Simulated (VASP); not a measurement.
Crystal: Ta.

```
Ta
1.0
    -1.65128    1.65128    1.65128
     1.65128   -1.65128    1.65128
     1.65128    1.65128   -1.65128
Ta
1
Direct
  0.00000 0.00000 0.00000
```

```yaml
Program: VASP 6.6.1
Task: relaxation of cell and atoms
Functional: BLYP
Dispersion: D3(BJ)
Potentials_or_basis: VASP PAW PBE potentials, release 64 (Ta_sv_GW)
Cutoff: 500 eV
k_mesh: 11 × 11 × 11
Occupations: fermi-dirac, width 0.05 eV
Spin: no spin polarisation
```

At the start: pressure -6.9 GPa; volume 18.01 Å³/atom.

Where does the relaxation end?

Over 4 steps the energy falls by 12.8 meV/atom and the volume is 17.43 Å³/atom (-3.2 %); space group Im-3m (No. 229, to 0.1 Å) before and after.

The path:
```tsv
step	energy change (eV)	largest force (eV/Å)	pressure (GPa)	volume (Å³)
1	0.0000	0.0000	-6.87	18.01
2	0.0713	0.0000	21.22	16.07
3	-0.0128	0.0000	-0.23	17.45
4	-0.0128	0.0000	-0.02	17.43
```

Final structure:
```
Ta
1.0
    -1.63335    1.63335    1.63335
     1.63335   -1.63335    1.63335
     1.63335    1.63335   -1.63335
Ta
1
Cartesian
  1.6334 1.6334 -1.6334
```

Caveat: the dispersion term is far too large for a dense solid, which distorts pressure and volume; the PAW data sets were made with another functional, which shifts forces and pressure a little.
